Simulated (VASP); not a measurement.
# Cu (P6_3/mmc) in VASP: a series of runs

Runs on Cu. Level: PBEsol. Tasks: single point.

All numbers are computed with VASP 6.6.1; they aren't measurements. Logs are shortened: lines on timing, memory, paths and dates and some standing lists are left out, and cuts for length are marked.

### 1 The cell of the first run

It takes space group P6_3/mmc (No. 194, hexagonal). The conventional cell has a = 2.531 Å, b = 2.531 Å, c = 8.262 Å, α = 90.00°, β = 90.00°, γ = 120.00°. Within 3.3 Å of Cu (site symmetry -3m) lie 12 Cu at 2.53 Å. Cu (site symmetry -6m2) has 12 Cu at 2.53 Å within 3.3 Å.

### 2 Single point, PBEsol

Input file INCAR:

```
  PREC = Accurate
  ENCUT = 520
  EDIFF = 1E-6
  ISMEAR = 1
  SIGMA = 0.05
  LREAL = False
  LASPH = True
  NELM = 80
  ALGO = Normal
  ISIF = 2
  LWAVE = False
  LCHARG = False
  GGA = PS
  NBANDS = 30
```

Input file KPOINTS:

```
regular mesh
0
Gamma
  6 6 2
```

Input file POSCAR:

```
Cu
1.0
    2.5307640300      0.0000000000      0.0000000000
   -1.2653820100      2.1917059400      0.0000000000
    0.0000000000      0.0000000000      8.2618150800
Cu
4
Direct
    0.0000000000      0.0000000000      0.0000000000
    0.3333333300      0.6666666700      0.2500000000
    0.0000000000      0.0000000000      0.5000000000
    0.6666666700      0.3333333300      0.7500000000
```

Potentials or basis: VASP PAW PBE potentials, release 64 (Cu).

Command:

```console
> cat potpaw_PBE.64/Cu/POTCAR > POTCAR
> mpirun -np 1 vasp_std > vasp.out
```

OUTCAR:

```text
PREC = Accurate
   ENCUT = 520
   EDIFF = 1E-6
   ISMEAR = 1
   LREAL = False
   LASPH = True
   NELM = 80
   ISIF = 2
   GGA = PS

 ion  position               nearest neighbor table
   1  0.000  0.000  0.000-   2 2.53   4 2.53   2 2.53   4 2.53   4 2.53   2 2.53
   2  0.333  0.667  0.250-   1 2.53   3 2.53   1 2.53   3 2.53   1 2.53   3 2.53
   3  0.000  0.000  0.500-   2 2.53   4 2.53   2 2.53   4 2.53   4 2.53   2 2.53
   4  0.667  0.333  0.750-   1 2.53   3 2.53   1 2.53   3 2.53   1 2.53   3 2.53

  LATTYP: Found a hexagonal cell.
 ALAT       =     2.5307640300
 C/A-ratio  =     3.2645537008

  Lattice vectors:

 A1 = (   2.5307640300,   0.0000000000,   0.0000000000)
 A2 = (  -1.2653820100,   2.1917059400,   0.0000000000)
 A3 = (   0.0000000000,   0.0000000000,   8.2618150800)

Analysis of symmetry for initial positions (statically):
=====================================================================
 Subroutine PRICEL returns:
 Original cell was already a primitive cell.

 Routine SETGRP: Setting up the symmetry group for a
 hexagonal supercell.

 Subroutine GETGRP returns: Found 24 space group operations
 (whereof 12 operations were pure point group operations)
 out of a pool of 24 trial point group operations.

The static configuration has the point symmetry D_3d.
 The point group associated with its full space group is D_6h.

Analysis of symmetry for dynamics (positions and initial velocities):
=====================================================================
 Subroutine PRICEL returns:
 Original cell was already a primitive cell.

 Routine SETGRP: Setting up the symmetry group for a
 hexagonal supercell.

 Subroutine GETGRP returns: Found 24 space group operations
 (whereof 12 operations were pure point group operations)
 out of a pool of 24 trial point group operations.

The dynamic configuration has the point symmetry D_3d.
 The point group associated with its full space group is D_6h.

 Subroutine INISYM returns: Found 24 space group operations
 (whereof 12 operations are pure point group operations),
 and found     1 'primitive' translations

----------------------------------------------------------------------------------------

                                     Primitive cell

  volume of cell :      45.8257

  direct lattice vectors                    reciprocal lattice vectors
     2.530764030  0.000000000  0.000000000     0.395137590  0.228132793  0.000000000
    -1.265382010  2.191705940  0.000000000     0.000000000  0.456265588  0.000000000
     0.000000000  0.000000000  8.261815080     0.000000000  0.000000000  0.121038778

  length of vectors
     2.530764030  2.530764027  8.261815080     0.456265588  0.456265588  0.121038778

  position of ions in fractional coordinates (direct lattice)
     0.000000000  0.000000000  0.000000000
     0.333333330  0.666666670  0.250000000
     0.000000000  0.000000000  0.500000000
     0.666666670  0.333333330  0.750000000

  ion indices of the primitive-cell ions
   primitive index   ion index
                 1           1
                 2           2
                 3           3
                 4           4

----------------------------------------------------------------------------------------

 KPOINTS: regular mesh

Automatic generation of k-mesh.
 Grid dimensions read from file:
 generate k-points for:    6    6    2

 Generating k-lattice:

  Cartesian coordinates                     Fractional coordinates (reciprocal lattice)
     0.065856265  0.038022132  0.000000000     0.166666667 -0.000000000  0.000000000
     0.000000000  0.076044265  0.000000000     0.000000000  0.166666667  0.000000000
     0.000000000  0.000000000  0.060519389     0.000000000  0.000000000  0.500000000

  Length of vectors
     0.076044265  0.076044265  0.060519389

  Shift w.r.t. Gamma in fractional coordinates (k-lattice)
     0.000000000  0.000000000  0.000000000

 Subroutine IBZKPT returns following result:
 ===========================================

 Found     14 irreducible k-points:

 Following reciprocal coordinates:
            Coordinates               Weight
  0.000000  0.000000  0.000000      1.000000
  0.166667  0.000000  0.000000      6.000000
  0.333333  0.000000  0.000000      6.000000
  0.500000  0.000000  0.000000      3.000000
  0.166667  0.166667  0.000000      6.000000
  0.333333  0.166667  0.000000     12.000000
  0.333333  0.333333  0.000000      2.000000
  0.000000  0.000000  0.500000      1.000000
  0.166667  0.000000  0.500000      6.000000
  0.333333  0.000000  0.500000      6.000000
  0.500000  0.000000  0.500000      3.000000
  0.166667  0.166667  0.500000      6.000000
  0.333333  0.166667  0.500000     12.000000
  0.333333  0.333333  0.500000      2.000000
   k-points           NKPTS =     14   k-points in BZ     NKDIM =     14   number of bands    NBANDS=     30
   number of dos      NEDOS =    301   number of ions     NIONS =      4
   total plane-waves  NPLWV =  25600
   dimension x,y,z NGX =    20 NGY =   20 NGZ =   64
   dimension x,y,z NGXF=    40 NGYF=   40 NGZF=  128
   ions per type =               4
   NGX,Y,Z   is equivalent  to a cutoff of  13.14, 13.14, 12.88 a.u.
   NGXF,Y,Z  is equivalent  to a cutoff of  26.28, 26.28, 25.76 a.u.
 SYSTEM =  unknown system
   PREC   = accura    normal or accurate (medium, high low for compatibility)
   ISTART =      0    job   : 0-new  1-cont  2-samecut
   ICHARG =      2    charge: 1-file 2-atom 10-const
   ISPIN  =      1    spin polarized calculation?
   LNONCOLLINEAR =      F non collinear calculations
   LSORBIT =      F    spin-orbit coupling
   LASPH  =      T    aspherical Exc in radial PAW
   ENCUT  =  520.0 eV  38.22 Ry    6.18 a.u.   4.71  4.71 15.36*2*pi/ulx,y,z
   NELM   =     80;   NELMIN=  2; NELMDL= -5     # of ELM steps
   EDIFF  = 0.1E-05   stopping-criterion for ELM
   LREAL  =      F    real-space projection
   EDIFFG = 0.1E-04   stopping-criterion for IOM
   NSW    =      0    number of steps for IOM
   IBRION =     -1    ionic relax: 0-MD 1-quasi-New 2-CG
   NFREE  =      0    steps in history (QN), initial steepest desc. (CG)
   ISIF   =      2    stress and relaxation
   ISYM   =      2    0-nonsym 1-usesym 2-fastsym
   POTIM  = 0.5000    time-step for ionic-motion
   TEBEG  =    0.0;   TEEND  =   0.0 temperature during run
   PSTRESS=    0.0 pullay stress
   NELECT =      44.0000    total number of electrons
   NUPDOWN=      -1.0000    fix difference up-down
   EMIN   =  10.00;   EMAX   =-10.00  energy-range for DOS
   EFERMI =   0.00;   METHOD = LEGACY
   ISMEAR =     1;   SIGMA  =   0.05  broadening in eV -4-tet -1-fermi 0-gaus
   EFERMI_NEDOS =   21; number of points for ismear=-14 and -15
   IALGO  =     38    algorithm
   IMIX   =      4    mixing-type and parameters
     AMIX     =   0.40;   BMIX     =  1.00
     AMIX_MAG =   1.60;   BMIX_MAG =  1.00
  volume/ion in A,a.u.               =      11.46        77.31
  Fermi-wavevector in a.u.,A,eV,Ry     =   1.615062  3.052025 35.489789  2.608426
  Thomas-Fermi vector in A             =   2.709870
   LORBIT       =      0    0 simple, 1 ext, 2 COOP (PROOUT), +10 PAW based schemes
   GGA     = PS    functional components
   LHFCALC =     F    Hartree Fock is set to
   AEXX    =    0.0000 exact exchange contribution
   IVDW    =     0    specifies the selected vdW correction
   LEPSILON=     F    determine dielectric tensor
   LRPA    =     F    only Hartree local field effects (RPA)
 non-spin polarized calculation
 Methfessel and Paxton  Order N= 1 SIGMA  =   0.05
  energy-cutoff  :      520.00
  volume of cell :       45.83
 maximum number of plane-waves:      1244
 NGX is ok and might be reduce to    20
   NGX =  9   NGY =  9   NGZ = 31

 number of electron      43.9999989 magnetization

 Free energy of the ion-electron system (eV)
  ---------------------------------------------------
  ext. energy  EPLUGINS =         0.00000000
  ---------------------------------------------------
  free energy    TOTEN  =       -17.11181297 eV

  energy without entropy =      -17.10886235  energy(sigma->0) =      -17.11082943

 E-fermi :   7.6646     XC(G=0): -13.0850

 val. band max:        7.6459823860   @ k =   0.3333   0.1667   0.5000
 cond. band min:       7.7982068523   @ k =   0.5000   0.0000   0.5000
 fundamental gap:      0.1522244663
 Fermi energy:         7.6645698475

 k-point     1 :       0.0000    0.0000    0.0000
  band No.  band energies     occupation
      1      -1.8412      2.00000
      2       0.3124      2.00000
      3       0.3395      2.00000
      4       2.5185      2.00000
      5       4.3934      2.00000
      6       4.4080      2.00000
[... 22 lines left out ...]
     29      29.9007      0.00000
     30      30.0536      0.00000

 k-point     2 :       0.1667    0.0000    0.0000
  band No.  band energies     occupation
      1      -0.9398      2.00000
      2       1.0925      2.00000
      3       1.1165      2.00000
      4       3.0032      2.00000
      5       4.1036      2.00000
      6       4.2150      2.00000
[... 22 lines left out ...]
     29      24.2539      0.00000
     30      24.2932      0.00000

 k-point     3 :       0.3333    0.0000    0.0000
  band No.  band energies     occupation
      1       1.3777      2.00000
      2       2.4828      2.00000
      3       2.5082      2.00000
      4       3.3491      2.00000
      5       3.6927      2.00000
      6       3.8608      2.00000
[... 22 lines left out ...]
     29      22.3505      0.00000
     30      22.4202      0.00000

 k-point     4 :       0.5000    0.0000    0.0000
  band No.  band energies     occupation
      1       2.5639      2.00000
      2       2.6837      2.00000
      3       3.0262      2.00000
      4       3.2208      2.00000
      5       3.5333      2.00000
      6       3.6251      2.00000
[... 22 lines left out ...]
     29      18.0060      0.00000
     30      18.3496      0.00000

 k-point     5 :       0.1667    0.1667    0.0000
  band No.  band energies     occupation
      1       0.7147      2.00000
      2       2.2973      2.00000
      3       2.3121      2.00000
      4       3.5824      2.00000
      5       3.8071      2.00000
      6       3.8788      2.00000
[... 22 lines left out ...]
     29      20.8875      0.00000
     30      21.0128      0.00000

 k-point     6 :       0.3333    0.1667    0.0000
  band No.  band energies     occupation
      1       2.7901      2.00000
      2       3.0018      2.00000
      3       3.1799      2.00000
      4       3.4522      2.00000
      5       3.6802      2.00000
      6       3.7819      2.00000
[... 22 lines left out ...]
     29      16.9027      0.00000
     30      19.2280      0.00000

 k-point     7 :       0.3333    0.3333    0.0000
  band No.  band energies     occupation
      1       3.6071      2.00000
      2       3.6362      2.00000
      3       3.6362      2.00000
      4       3.6519      2.00000
      5       3.6519      2.00000
      6       3.7411      2.00000
[... 22 lines left out ...]
     29      14.8539      0.00000
     30      18.8532      0.00000

 k-point     8 :       0.0000    0.0000    0.5000
  band No.  band energies     occupation
      1      -1.2653      2.00000
      2      -1.2653      2.00000
      3       2.0651      2.00000
      4       2.0651      2.00000
      5       4.5524      2.00000
      6       4.5524      2.00000
[... 22 lines left out ...]
     29      29.5187      0.00000
     30      29.5187      0.00000

 k-point     9 :       0.1667    0.0000    0.5000
  band No.  band energies     occupation
      1      -0.3913      2.00000
      2      -0.3913      2.00000
      3       2.6680      2.00000
      4       2.6680      2.00000
      5       4.1496      2.00000
      6       4.1496      2.00000
[... 22 lines left out ...]
     29      26.4414      0.00000
     30      26.5096      0.00000

 k-point    10 :       0.3333    0.0000    0.5000
  band No.  band energies     occupation
      1       1.7210      2.00000
      2       1.7210      2.00000
      3       3.1764      2.00000
      4       3.1764      2.00000
      5       3.5811      2.00000
      6       3.5811      2.00000
[... 22 lines left out ...]
     29      19.8181      0.00000
     30      19.8181      0.00000

 k-point    11 :       0.5000    0.0000    0.5000
  band No.  band energies     occupation
      1       2.7654      2.00000
      2       2.7654      2.00000
      3       2.9294      2.00000
      4       2.9294      2.00000
      5       3.3856      2.00000
      6       3.3856      2.00000
[... 22 lines left out ...]
     29      20.8030      0.00000
     30      20.8030      0.00000

 k-point    12 :       0.1667    0.1667    0.5000
  band No.  band energies     occupation
      1       1.1658      2.00000
      2       1.1658      2.00000
      3       3.3714      2.00000
      4       3.3714      2.00000
      5       3.7785      2.00000
      6       3.7785      2.00000
[... 22 lines left out ...]
     29      19.5091      0.00000
     30      19.5091      0.00000

 k-point    13 :       0.3333    0.1667    0.5000
  band No.  band energies     occupation
      1       2.9050      2.00000
      2       2.9050      2.00000
      3       3.2813      2.00000
      4       3.2813      2.00000
      5       3.6086      2.00000
      6       3.6086      2.00000
[... 22 lines left out ...]
     29      17.5567      0.00000
     30      17.5567      0.00000

 k-point    14 :       0.3333    0.3333    0.5000
  band No.  band energies     occupation
      1       3.5685      2.00000
      2       3.5685      2.00000
      3       3.6724      2.00000
      4       3.6724      2.00000
      5       3.7311      2.00000
      6       3.7311      2.00000
[... 22 lines left out ...]
     29      16.3300      0.00000
     30      16.3300      0.00000

------------------------ aborting loop because EDIFF is reached ----------------------------------------

  FORCE on cell =-STRESS in cart. coord.  units (eV):
  Direction    XX          YY          ZZ          XY          YZ          ZX
  --------------------------------------------------------------------------------------
  -------------------------------------------------------------------------------------
  Total        0.2544662      0.2544662     -0.9450540      0.0000000      0.0000000      0.0000000
  in kB        8.8967479      8.8967479    -33.0413499      0.0000000      0.0000000      0.0000000
  external PRESSURE =      -5.0826180 kB  Pullay stress =       0.0000000 kB

 VOLUME and BASIS-vectors are now :
 -----------------------------------------------------------------------------
  energy-cutoff  :      520.00
  volume of cell :       45.83
      direct lattice vectors                 reciprocal lattice vectors
     2.530764030  0.000000000  0.000000000     0.395137590  0.228132793  0.000000000
    -1.265382010  2.191705940  0.000000000     0.000000000  0.456265588  0.000000000
     0.000000000  0.000000000  8.261815080     0.000000000  0.000000000  0.121038778

 POSITION                                       TOTAL-FORCE (eV/Angst)
 -----------------------------------------------------------------------------------
      0.00000      0.00000      0.00000         0.000000      0.000000      0.000000
     -0.00000      1.46114      2.06545         0.000000     -0.000000      0.000000
      0.00000      0.00000      4.13091         0.000000      0.000000      0.000000
      1.26538      0.73057      6.19636        -0.000000      0.000000      0.000000
 -----------------------------------------------------------------------------------
    total drift:                               -0.000000      0.000000      0.000000

  FREE ENERGIE OF THE ION-ELECTRON SYSTEM (eV)
  ---------------------------------------------------
  free  energy   TOTEN  =       -17.1118129707 eV

  energy  without entropy=      -17.1088623519  energy(sigma->0) =      -17.11082943
```

It took 10 s on 1 thread of Intel Xeon 6975P-C (Granite Rapids), shared host; peak memory 0.16 GiB.

Results:

```yaml
Free_energy: -17.1118 eV
Pressure: -0.5 GPa
Band_gap_on_the_k_mesh: zero (band 22 reaches 11.18 eV, above the bottom of band 23 at 5.97 eV)
```

Levels at points of the mesh, in eV from the Fermi level:
```tsv
k point	band 20	band 21	band 22	band 23	band 24	band 25
(0.00, 0.00, 0.00)	-1.87	-1.87	-1.56	-1.56	-1.01	4.02
(0.50, 0.00, 0.00)	-1.41	-0.57	0.45	1.09	1.67	4.83
(0.00, 0.00, 0.50)	-2.16	-1.69	-1.69	-1.69	-1.69	7.17
(0.50, 0.00, 0.50)	-1.42	0.13	0.13	1.47	1.47	5.33
```

Caveat: the k points lie up to 0.48 Å⁻¹ apart; the PAW data sets were made with another functional, which shifts forces and pressure a little.

### 3 Single point, PBEsol

Input file INCAR:

```
SYSTEM = Cu
ALGO     = Normal         ! electronic algorithm
EDIFF    = 1E-7           ! SCF threshold, eV
ENCUT    = 520            ! plane-wave cutoff, eV
GGA      = PS             ! functional
ISIF     = 2              ! what is computed and relaxed
ISMEAR   = 1              ! smearing method
LASPH    = .TRUE.         ! aspherical terms in the spheres
LCHARG   = .FALSE.        ! write CHGCAR
LREAL    = .FALSE.        ! projectors in reciprocal space
LWAVE    = .FALSE.        ! write WAVECAR
NBANDS   = 30             ! bands
NELM     = 80             ! most SCF steps
PREC     = Accurate       ! precision mode
SIGMA    = 0.05           ! smearing width, eV
```

Input file KPOINTS:

```
k-points
0
G
  8 8 3
  0 0 0
```

POSCAR is that of step 2.

Potentials or basis: VASP PAW PBE potentials, release 64 (Cu).

Command:

```console
> cat potpaw_PBE.64/Cu/POTCAR > POTCAR
> mpirun -np 1 vasp_std > vasp.out
```

Run time: 15 s. Hardware: 1 thread of Intel Xeon 6975P-C (Granite Rapids), shared host; peak memory 0.16 GiB.

The run converged. Its results:

* Free energy: -17.1709 eV
* Pressure: -1.1 GPa
* Band gap on the k mesh: zero (band 22 reaches 10.21 eV, above the bottom of band 23 at 6.03 eV)

Stress tensor (GPa, compression positive):
```
-0.22  0.00  0.00
 0.00 -0.22  0.00
 0.00  0.00 -2.86
```

Levels at points of the mesh, in eV from the Fermi level:
```csv
k point,band 18,band 19,band 20,band 21,band 22,band 23,band 24,band 25,band 26,band 27
"(0.00, 0.00, 0.00)",-2.18,-2.18,-2.02,-2.02,-1.72,-1.72,-1.15,3.88,12.66,12.66
"(0.50, 0.00, 0.00)",-1.58,-1.57,-1.56,-0.72,0.31,0.94,1.52,4.68,4.71,8.59
```

Caveat: the PAW data sets were made with another functional, which shifts forces and pressure a little.

(Continued in part 2 of 2.)
